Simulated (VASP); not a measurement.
**Al5Rh: relaxation of cell and atoms with PBE**

Al5Rh:

```
CELL_PARAMETERS angstrom
0.00000 3.50167 3.50167
3.50167 0.00000 3.50167
3.50167 3.50167 0.00000
ATOMIC_POSITIONS crystal
Al 0.25000 0.25000 0.25000
Al 0.12831 0.62390 0.62390
Al 0.62390 0.62390 0.62390
Al 0.62390 0.62390 0.12831
Al 0.62390 0.12831 0.62390
Rh 0.00000 0.00000 0.00000
```

```yaml
Program: VASP 6.6.1
Task: relaxation of cell and atoms
Functional: PBE
Potentials_or_basis: VASP PAW PBE potentials, release 64 (Al, Rh_pv)
Cutoff: 600 eV
k_mesh: 4 × 4 × 4
Occupations: gaussian, width 0.1 eV
Spin: no spin polarisation
Dipole_correction: no
Further_INCAR_settings: ALGO = Normal; EDIFF = 1e-06; IBRION = 2; EDIFFG = -0.04; NSW = 90; ISIF = 3
```

```yaml
Relaxed_volume: 16.01 Å³/atom
Relaxed_cell: a = 5.140 Å, b = 5.140 Å, c = 5.140 Å, α = 60.00°, β = 60.00°, γ = 60.00°
Space_group_after_relaxing_to_0.05_Å: F-43m (No. 216)
Energy_gained_by_relaxing: 61.3 meV/atom
Ionic_steps: 6
Pressure_after_relaxing: -0.2 GPa
Largest_force_after_relaxing: 0.012 eV/Å
Band_gap_on_the_k_mesh: zero (band 15 reaches 10.38 eV, above the bottom of band 16 at 8.09 eV)
```

Forces in eV/Å, atoms in the order of the input:
```
Al   0.000  0.000  0.000
Al  -0.007  0.007  0.007
Al  -0.007 -0.007 -0.007
Al   0.007  0.007 -0.007
Al   0.007 -0.007  0.007
Rh   0.000  0.000  0.000
```

The path:
```tsv
step	energy change (eV)	largest force (eV/Å)	pressure (GPa)	volume (Å³)
1	0.0000	0.5725	12.61	85.87
2	-0.2978	0.3455	-3.83	100.65
3	-0.3663	0.1503	0.20	95.64
4	-0.3662	0.1599	0.03	95.84
5	-0.3674	0.0554	-0.29	96.13
6	-0.3677	0.0118	-0.17	96.04
```

Final structure:
```
CELL_PARAMETERS angstrom
0.00000 3.63471 3.63471
3.63471 0.00000 3.63471
3.63471 3.63471 0.00000
ATOMIC_POSITIONS crystal
Al 0.25000 0.25000 0.25000
Al 0.12462 0.62513 0.62513
Al 0.62513 0.62513 0.62513
Al 0.62513 0.62513 0.12462
Al 0.62513 0.12462 0.62513
Rh 0.00000 0.00000 0.00000
```

Levels at points of the mesh, in eV from the Fermi level:
| k point | band 12 | band 13 | band 14 | band 15 | band 16 | band 17 | band 18 | band 19 |
| --- | --- | --- | --- | --- | --- | --- | --- | --- |
| (0.00, 0.00, 0.00) | -2.71 | -2.71 | -2.71 | -0.02 | -0.02 | -0.02 | 0.51 | 0.51 |
| (0.50, 0.00, 0.00) | -2.66 | -2.66 | -0.67 | -0.67 | -0.62 | 0.92 | 2.19 | 2.19 |
| (0.50, 0.50, 0.00) | -2.62 | -2.19 | -1.33 | 1.53 | 1.71 | 1.81 | 1.81 | 3.00 |

It took 4 min on 1 thread of AMD EPYC 7R13 (shared host), peak memory 0.21 GiB.

Caveat: the k points lie up to 0.37 Å⁻¹ apart in the final cell.
